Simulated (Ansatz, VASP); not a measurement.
## BaTiO3 in VASP and in Ansatz

```
Ba Ti O
1.0
     3.98410    0.00000    0.00000
     0.00000    2.83705    2.93117
     0.00000   -2.83705    2.93117
Ba Ti O
1 1 3
Direct
  0.00000 0.01097 0.01097
  0.50000 0.52658 0.52658
  0.00000 0.48852 0.48852
  0.50000 0.49121 0.97894
  0.50000 0.97894 0.49121
```

Change from the starting cell: z stretched by +3 %, ions relaxed.

Alike in both runs: functional PBE; k mesh 8 × 8 × 8; occupations fermi-dirac, width 0.02 eV; no spin polarisation.

Ansatz relaxed the structure, and its values are those at the end. VASP's run is a single point on that final structure, the one shown.

```csv
,VASP,Ansatz
version,VASP 6.6.1,Ansatz 0.2.0
potentials or method,"VASP PAW PBE potentials, release 64 (Ba_sv, Ti_sv, O)","plane-wave PAW, scalar-relativistic"
plane-wave cutoff (eV),520,420
valence electrons in the cell,40,40
```

|  | VASP | Ansatz | Ansatz less VASP |
| --- | --- | --- | --- |
| gap on the k mesh at the Fermi level (eV) | 2.28 | 2.33 | +0.040 |
| pressure (GPa) | 2.7 | 1.1 | -1.63 |
| rms of the force components (eV/Å) | 0.036 | 0.001 | -0.0352 |

Ansatz's warnings: stress scf threshold loose.

Neither program's run includes spin-orbit coupling.
